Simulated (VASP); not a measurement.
# ZnSe (I-4m2) in VASP: a series of runs, part 2 of 2

VASP 6.6.1.

**4. Single point, PBEsol (in-plane strain -0.01, then relaxed in part)**

File INCAR:

```
SYSTEM = ZnSe
ALGO     = Normal         ! electronic algorithm
EDIFF    = 1E-6           ! SCF threshold, eV
ENCUT    = 520            ! plane-wave cutoff, eV
GGA      = PS             ! functional
ISIF     = 2              ! what is computed and relaxed
ISMEAR   = 0              ! smearing method
LASPH    = .True.         ! aspherical terms in the spheres
LCHARG   = .False.        ! write CHGCAR
LREAL    = .False.        ! projectors in reciprocal space
LWAVE    = .False.        ! write WAVECAR
NBANDS   = 16             ! bands
NELM     = 60             ! most SCF steps
PREC     = Accurate       ! precision mode
SIGMA    = 0.01           ! smearing width, eV
```

File KPOINTS:

```
k-points
0
Gamma
  8 8 8
  0 0 0
```

File POSCAR:

```
ZnSe
1.0
    2.7884265971      2.7884265971      0.0000000000
   -2.7884265971      2.7884265971      0.0000000000
    0.0000000000      2.7884265971      2.8502010060
Zn Se
1 1
Direct
    0.0000000000      0.0000000000      0.0000000000
    0.7500000000      0.2500000000      0.5000000000
```

Potentials or basis: VASP PAW PBE potentials, release 64 (Zn, Se).

Run with:

```console
cat potpaw_PBE.64/Zn/POTCAR potpaw_PBE.64/Se/POTCAR > POTCAR
mpirun -np 1 vasp_std > vasp.out
```

OUTCAR:

```text
SYSTEM = ZnSe
   EDIFF = 1E-6
   ENCUT = 520
   GGA = PS
   ISIF = 2
   ISMEAR = 0
   LASPH = .True.
   LREAL = .False.
   NELM = 60
   PREC = Accurate

 ion  position               nearest neighbor table
   1  0.000  0.000  0.000-   2 2.43   2 2.43   2 2.43   2 2.43
   2  0.750  0.250  0.500-   1 2.43   1 2.43   1 2.43   1 2.43

  LATTYP: Found a body centered tetragonal cell.
 ALAT       =     3.9434307113
 C/A-ratio  =     1.4455438498

  Lattice vectors:

 A1 = (   2.7884265971,   0.0000000000,  -2.8502010060)
 A2 = (  -2.7884265971,   0.0000000000,  -2.8502010060)
 A3 = (   0.0000000000,   2.7884265971,   2.8502010060)

Analysis of symmetry for initial positions (statically):
=====================================================================
 Subroutine PRICEL returns:
 Original cell was already a primitive cell.

 Routine SETGRP: Setting up the symmetry group for a
 body centered tetragonal supercell.

 Subroutine GETGRP returns: Found  8 space group operations
 (whereof  8 operations were pure point group operations)
 out of a pool of 16 trial point group operations.

The static configuration has the point symmetry D_2d.

Analysis of symmetry for dynamics (positions and initial velocities):
[... 162 lines left out ...]
 val. band max:        1.7469612480   @ k =   0.0000   0.0000   0.0000
 cond. band min:       2.9931629308   @ k =   0.0000   0.0000   0.0000
 fundamental gap:      1.2462016828
 Fermi energy:         1.8740615065

 k-point     1 :       0.0000    0.0000    0.0000
  band No.  band energies     occupation
      1     -11.7411      2.00000
      2      -4.9453      2.00000
      3      -4.9349      2.00000
      4      -4.9349      2.00000
      5      -4.5454      2.00000
      6      -4.5403      2.00000
[... 433 lines left out ...]
      3      -4.8563      2.00000
      4      -4.8254      2.00000
      5      -4.5562      2.00000
      6      -4.5168      2.00000
[... 8 lines left out ...]
     15      12.9909      0.00000
     16      14.0764      0.00000

 [... further k-points ...]

------------------------ aborting loop because EDIFF is reached ----------------------------------------

  FORCE on cell =-STRESS in cart. coord.  units (eV):
  Direction    XX          YY          ZZ          XY          YZ          ZX
  --------------------------------------------------------------------------------------
  -------------------------------------------------------------------------------------
  Total        0.3025344      0.3025344      0.0778452      0.0000000      0.0000000      0.0000000
  in kB       10.9360735     10.9360735      2.8139628      0.0000000      0.0000000      0.0000000
  external PRESSURE =       8.2287032 kB  Pullay stress =       0.0000000 kB

 VOLUME and BASIS-vectors are now :
 -----------------------------------------------------------------------------
  energy-cutoff  :      520.00
  volume of cell :       44.32
      direct lattice vectors                 reciprocal lattice vectors
     2.788426597  2.788426597  0.000000000     0.179312592  0.179312592 -0.175426224
    -2.788426597  2.788426597  0.000000000    -0.179312592  0.179312592 -0.175426224
     0.000000000  2.788426597  2.850201006     0.000000000  0.000000000  0.350852448

 POSITION                                       TOTAL-FORCE (eV/Angst)
 -----------------------------------------------------------------------------------
      0.00000      0.00000      0.00000         0.000000      0.000000      0.000000
      1.39421      4.18264      1.42510        -0.000000     -0.000000      0.000000
 -----------------------------------------------------------------------------------
    total drift:                               -0.000001     -0.000000     -0.000000

  FREE ENERGIE OF THE ION-ELECTRON SYSTEM (eV)
  ---------------------------------------------------
  free  energy   TOTEN  =        -6.7702236987 eV

  energy  without entropy=       -6.7702236987  energy(sigma->0) =       -6.77022370
```

OSZICAR:

```text
N       E                     dE             d eps       ncg     rms          rms(c)
DAV:   1     0.866712485692E+02    0.86671E+02   -0.87332E+03  1888   0.128E+03
DAV:   2    -0.163110430908E+01   -0.88302E+02   -0.83119E+02  2104   0.254E+02
DAV:   3    -0.703283952787E+01   -0.54017E+01   -0.53791E+01  2312   0.613E+01
DAV:   4    -0.707592793187E+01   -0.43088E-01   -0.43083E-01  2328   0.582E+00
DAV:   5    -0.707611905850E+01   -0.19113E-03   -0.19112E-03  2368   0.356E-01    0.490E+00
DAV:   6    -0.679286938748E+01    0.28325E+00   -0.63236E-01  2536   0.275E+01    0.380E+00
DAV:   7    -0.677309266110E+01    0.19777E-01   -0.16749E-01  2248   0.389E+00    0.165E+00
DAV:   8    -0.677038733327E+01    0.27053E-02   -0.40702E-03  2544   0.693E-01    0.433E-01
DAV:   9    -0.677018037376E+01    0.20696E-03   -0.85643E-04  2224   0.308E-01    0.641E-02
DAV:  10    -0.677023404438E+01   -0.53671E-04   -0.20966E-04  2520   0.174E-01    0.214E-02
DAV:  11    -0.677022346749E+01    0.10577E-04   -0.35122E-05  2560   0.809E-02    0.450E-03
DAV:  12    -0.677022369868E+01   -0.23120E-06   -0.55011E-06  2400   0.158E-02
   1 F= -.67702237E+01 E0= -.67702237E+01  d E =-.152994E-74
```

It took 38 s on 1 thread of Intel Xeon Platinum 8488C (Sapphire Rapids), shared host; peak memory 0.19 GiB.

What came out:

```
Free energy            : -6.7702 eV
Pressure               : 0.8 GPa
Band gap on the k mesh : 1.25 eV
```

Caveat: the cell differs from its parent crystal (in-plane strain -0.01, then relaxed in part); the PAW data sets were made with another functional, which shifts forces and pressure a little.

**5. Single point, PBEsol (in-plane strain -0.01)**

File INCAR:

```
PREC = Accurate ; ENCUT = 520
EDIFF = 1E-6 ; ISMEAR = 0
SIGMA = 0.01 ; LREAL = F
LASPH = T ; NELM = 80
ALGO = Normal ; ISIF = 2
LWAVE = F ; LCHARG = F
GGA = PS ; NBANDS = 16
```

File KPOINTS:

```
Automatic mesh
0
Gamma
  8 8 8
```

Edit POSCAR of step 4 so:

```diff
@@ -4,3 +4,3 @@
    -2.7884265971      2.7884265971      0.0000000000
-    0.0000000000      2.7884265971      2.8502010060
+    0.0000000000      2.7884265971      2.8334920775
 Zn Se
```

Potentials or basis: VASP PAW PBE potentials, release 64 (Zn, Se).

Run with:

```console
cat potpaw_PBE.64/Zn/POTCAR potpaw_PBE.64/Se/POTCAR > POTCAR
mpirun -np 1 vasp_std > vasp.out
```

OUTCAR:

```text
PREC = Accurate
   ENCUT = 520
   EDIFF = 1E-6
   ISMEAR = 0
   LREAL = F
   LASPH = T
   NELM = 80
   ISIF = 2
   GGA = PS

 ion  position               nearest neighbor table
   1  0.000  0.000  0.000-   2 2.43   2 2.43   2 2.43   2 2.43
   2  0.750  0.250  0.500-   1 2.43   1 2.43   1 2.43   1 2.43

  LATTYP: Found a body centered tetragonal cell.
 ALAT       =     3.9434307113
 C/A-ratio  =     1.4370695392

  Lattice vectors:

 A1 = (   2.7884265971,   0.0000000000,  -2.8334920775)
 A2 = (  -2.7884265971,   0.0000000000,  -2.8334920775)
 A3 = (   0.0000000000,   2.7884265971,   2.8334920775)

Analysis of symmetry for initial positions (statically):
=====================================================================
 Subroutine PRICEL returns:
 Original cell was already a primitive cell.

 Routine SETGRP: Setting up the symmetry group for a
 body centered tetragonal supercell.

 Subroutine GETGRP returns: Found  8 space group operations
 (whereof  8 operations were pure point group operations)
 out of a pool of 16 trial point group operations.

The static configuration has the point symmetry D_2d.

Analysis of symmetry for dynamics (positions and initial velocities):
=====================================================================
 Subroutine PRICEL returns:
 Original cell was already a primitive cell.

 Routine SETGRP: Setting up the symmetry group for a
 body centered tetragonal supercell.

 Subroutine GETGRP returns: Found  8 space group operations
 (whereof  8 operations were pure point group operations)
 out of a pool of 16 trial point group operations.

The dynamic configuration has the point symmetry D_2d.

 Subroutine INISYM returns: Found  8 space group operations
 (whereof  8 operations are pure point group operations),
 and found     1 'primitive' translations

----------------------------------------------------------------------------------------

                                     Primitive cell

  volume of cell :      44.0626

  direct lattice vectors                    reciprocal lattice vectors
     2.788426597  2.788426597  0.000000000     0.179312592  0.179312592 -0.176460702
    -2.788426597  2.788426597  0.000000000    -0.179312592  0.179312592 -0.176460702
     0.000000000  2.788426597  2.833492077     0.000000000  0.000000000  0.352921403

  length of vectors
     3.943430711  3.943430711  3.975424536     0.308940755  0.308940755  0.352921403

  position of ions in fractional coordinates (direct lattice)
     0.000000000  0.000000000  0.000000000
     0.750000000  0.250000000  0.500000000

  ion indices of the primitive-cell ions
   primitive index   ion index
                 1           1
                 2           2

----------------------------------------------------------------------------------------

 KPOINTS: Automatic mesh

Automatic generation of k-mesh.
 Grid dimensions read from file:
 generate k-points for:    8    8    8

 Generating k-lattice:

  Cartesian coordinates                     Fractional coordinates (reciprocal lattice)
     0.022414074  0.022414074 -0.022057588     0.125000000  0.000000000  0.000000000
    -0.022414074  0.022414074 -0.022057588     0.000000000  0.125000000  0.000000000
     0.000000000  0.000000000  0.044115175     0.000000000  0.000000000  0.125000000

  Length of vectors
     0.038617594  0.038617594  0.044115175

  Shift w.r.t. Gamma in fractional coordinates (k-lattice)
     0.000000000  0.000000000  0.000000000

 Subroutine IBZKPT returns following result:
 ===========================================

 Found     59 irreducible k-points:

 Following reciprocal coordinates:
            Coordinates               Weight
  0.000000  0.000000  0.000000      1.000000
  0.125000  0.000000 -0.000000      8.000000
  0.250000  0.000000 -0.000000      8.000000
  0.375000  0.000000 -0.000000      8.000000
  0.500000  0.000000 -0.000000      4.000000
  0.125000  0.125000 -0.000000      8.000000
[... 16 lines left out ...]
  0.250000  0.000000  0.125000      4.000000
  0.375000  0.000000  0.125000      8.000000
 [... further k-points ...]
   k-points           NKPTS =     59   k-points in BZ     NKDIM =     59   number of bands    NBANDS=     16
   number of dos      NEDOS =    301   number of ions     NIONS =      2
   total plane-waves  NPLWV =  27000
   dimension x,y,z NGX =    30 NGY =   30 NGZ =   30
   dimension x,y,z NGXF=    60 NGYF=   60 NGZF=   60
   ions per type =               1   1
   NGX,Y,Z   is equivalent  to a cutoff of  12.65, 12.65, 12.55 a.u.
   NGXF,Y,Z  is equivalent  to a cutoff of  25.29, 25.29, 25.09 a.u.
 SYSTEM =  unknown system
   PREC   = accura    normal or accurate (medium, high low for compatibility)
   ISTART =      0    job   : 0-new  1-cont  2-samecut
   ICHARG =      2    charge: 1-file 2-atom 10-const
   ISPIN  =      1    spin polarized calculation?
   LNONCOLLINEAR =      F non collinear calculations
   LSORBIT =      F    spin-orbit coupling
   LASPH  =      T    aspherical Exc in radial PAW
   ENCUT  =  520.0 eV  38.22 Ry    6.18 a.u.   7.33  7.33  7.39*2*pi/ulx,y,z
   NELM   =     80;   NELMIN=  2; NELMDL= -5     # of ELM steps
   EDIFF  = 0.1E-05   stopping-criterion for ELM
   LREAL  =      F    real-space projection
   EDIFFG = 0.1E-04   stopping-criterion for IOM
   NSW    =      0    number of steps for IOM
   IBRION =     -1    ionic relax: 0-MD 1-quasi-New 2-CG
   NFREE  =      0    steps in history (QN), initial steepest desc. (CG)
   ISIF   =      2    stress and relaxation
   ISYM   =      2    0-nonsym 1-usesym 2-fastsym
   POTIM  = 0.5000    time-step for ionic-motion
   TEBEG  =    0.0;   TEEND  =   0.0 temperature during run
   PSTRESS=    0.0 pullay stress
   NELECT =      18.0000    total number of electrons
   NUPDOWN=      -1.0000    fix difference up-down
   EMIN   =  10.00;   EMAX   =-10.00  energy-range for DOS
   EFERMI =   0.00;   METHOD = LEGACY
   ISMEAR =     0;   SIGMA  =   0.01  broadening in eV -4-tet -1-fermi 0-gaus
   EFERMI_NEDOS =   21; number of points for ismear=-14 and -15
   IALGO  =     38    algorithm
   IMIX   =      4    mixing-type and parameters
     AMIX     =   0.40;   BMIX     =  1.00
     AMIX_MAG =   1.60;   BMIX_MAG =  1.00
  volume/ion in A,a.u.               =      22.03       148.67
  Fermi-wavevector in a.u.,A,eV,Ry     =   1.214718  2.295484 20.075943  1.475540
  Thomas-Fermi vector in A             =   2.350129
   LORBIT       =      0    0 simple, 1 ext, 2 COOP (PROOUT), +10 PAW based schemes
   GGA     = PS    functional components
   LHFCALC =     F    Hartree Fock is set to
   AEXX    =    0.0000 exact exchange contribution
   IVDW    =     0    specifies the selected vdW correction
   LEPSILON=     F    determine dielectric tensor
   LRPA    =     F    only Hartree local field effects (RPA)
 non-spin polarized calculation
 Gauss-broadening in eV      SIGMA  =   0.01
  energy-cutoff  :      520.00
  volume of cell :       44.06
 maximum number of plane-waves:      1227
 NGX is ok and might be reduce to    30
   NGX = 15   NGY = 15   NGZ = 15

 number of electron      17.9999988 magnetization

 Free energy of the ion-electron system (eV)
  ---------------------------------------------------
  ext. energy  EPLUGINS =         0.00000000
  ---------------------------------------------------
  free energy    TOTEN  =        -6.76929439 eV

  energy without entropy =       -6.76929439  energy(sigma->0) =       -6.76929439

 E-fermi :   1.9224     XC(G=0):  -9.6746

 val. band max:        1.7915805614   @ k =   0.0000   0.0000   0.0000
 cond. band min:       3.0702895281   @ k =   0.0000   0.0000   0.0000
 fundamental gap:      1.2787089667
 Fermi energy:         1.9224349311

 k-point     1 :       0.0000    0.0000    0.0000
  band No.  band energies     occupation
      1     -11.7291      2.00000
      2      -4.9151      2.00000
      3      -4.9075      2.00000
      4      -4.9075      2.00000
      5      -4.5105      2.00000
      6      -4.5067      2.00000
[... 8 lines left out ...]
     15      13.1096      0.00000
     16      13.4170      0.00000
[... 419 lines left out ...]
 k-point    24 :       0.3750    0.0000    0.1250
  band No.  band energies     occupation
      1     -11.1525      2.00000
      2      -4.8388      2.00000
      3      -4.8281      2.00000
      4      -4.7977      2.00000
      5      -4.5222      2.00000
      6      -4.4836      2.00000
[... 8 lines left out ...]
     15      13.0693      0.00000
     16      14.1586      0.00000

 [... further k-points ...]

------------------------ aborting loop because EDIFF is reached ----------------------------------------

  FORCE on cell =-STRESS in cart. coord.  units (eV):
  Direction    XX          YY          ZZ          XY          YZ          ZX
  --------------------------------------------------------------------------------------
  -------------------------------------------------------------------------------------
  Total        0.3935433      0.3935433      0.2329285      0.0000000      0.0000000      0.0000000
  in kB       14.3097710     14.3097710      8.4695970      0.0000000      0.0000000      0.0000000
  external PRESSURE =      12.3630463 kB  Pullay stress =       0.0000000 kB

 VOLUME and BASIS-vectors are now :
 -----------------------------------------------------------------------------
  energy-cutoff  :      520.00
  volume of cell :       44.06
      direct lattice vectors                 reciprocal lattice vectors
     2.788426597  2.788426597  0.000000000     0.179312592  0.179312592 -0.176460702
    -2.788426597  2.788426597  0.000000000    -0.179312592  0.179312592 -0.176460702
     0.000000000  2.788426597  2.833492077     0.000000000  0.000000000  0.352921403

 POSITION                                       TOTAL-FORCE (eV/Angst)
 -----------------------------------------------------------------------------------
      0.00000      0.00000      0.00000         0.000000      0.000000      0.000000
      1.39421      4.18264      1.41675        -0.000000     -0.000000      0.000000
 -----------------------------------------------------------------------------------
    total drift:                               -0.000001      0.000000     -0.000000

  FREE ENERGIE OF THE ION-ELECTRON SYSTEM (eV)
  ---------------------------------------------------
  free  energy   TOTEN  =        -6.7692943926 eV

  energy  without entropy=       -6.7692943926  energy(sigma->0) =       -6.76929439
```

stdout:

```text
POSCAR found type information on POSCAR ZnSe
 POSCAR found :  2 types and       2 ions
 scaLAPACK will be used
 -----------------------------------------------------------------------------
|                                                                             |
|                                                                             |
|     You enforced a specific xc type in the INCAR file but a different       |
|     I HOPE YOU KNOW WHAT YOU ARE DOING!                                     |
|                                                                             |
 -----------------------------------------------------------------------------

 LDA part: xc-table for (Slater+PW92), standard interpolation
 POSCAR, INCAR and KPOINTS ok, starting setup
 FFT: planning ... GRIDC
 FFT: planning ... GRID_SOFT
 FFT: planning ... GRID
 WAVECAR not read
 entering main loop
```

Run time: 37 s. Hardware: 1 thread of Intel Xeon Platinum 8488C (Sapphire Rapids), shared host; peak memory 0.19 GiB.

What came out:

```
Free energy            : -6.7693 eV
Pressure               : 1.2 GPa
Band gap on the k mesh : 1.28 eV
```

Levels at points of the mesh, in eV from the valence-band top:
```
           k point  band 5  band 6  band 7  band 8  band 9  band 10  band 11  band 12  band 13  band 14
(0.00, 0.00, 0.00)   -6.30   -6.30   -0.06    0.00    0.00     1.28     5.70     5.70     5.70     9.84
(0.50, 0.00, 0.00)   -6.28   -6.13   -5.52   -0.99   -0.90     2.48     6.21     6.34     8.47    10.95
(0.50, 0.50, 0.00)   -6.25   -6.10   -4.92   -2.39   -2.36     2.72     3.29    10.88    11.27    11.45
(0.00, 0.00, 0.50)   -6.25   -6.13   -5.01   -2.29   -2.29     2.79     3.44    10.72    11.38    11.38
```

Caveat: the cell differs from its parent crystal (in-plane strain -0.01); the PAW data sets were made with another functional, which shifts forces and pressure a little.

**6. Overview**

| cell | gap on the mesh (eV) | pressure (GPa) |
| --- | --- | --- |
| a = 3.904, b = 3.904, c = 3.991 Å, angles 60.7, 60.7, 90.0°, 2 atoms | 1.25 | 1.4 |
| a = 3.904, b = 3.904, c = 3.968 Å, angles 60.5, 60.5, 90.0°, 2 atoms | 1.31 | 2.3 |
| a = 3.943, b = 3.943, c = 3.987 Å, angles 60.4, 60.4, 90.0°, 2 atoms | 1.25 | 0.8 |
| a = 3.943, b = 3.943, c = 3.975 Å, angles 60.3, 60.3, 90.0°, 2 atoms | 1.28 | 1.2 |

Alike in all rows: task single point; level PBEsol; potentials or basis VASP PAW PBE potentials, release 64 (Zn, Se); no spin polarisation; k mesh 8 × 8 × 8; cutoff (eV) 520; smearing gaussian 0.01 eV.

Caveats: the PAW data sets were made with another functional, which shifts forces and pressure a little.

Total energies depend on the potentials used, so only differences within one code and one set of settings carry meaning.
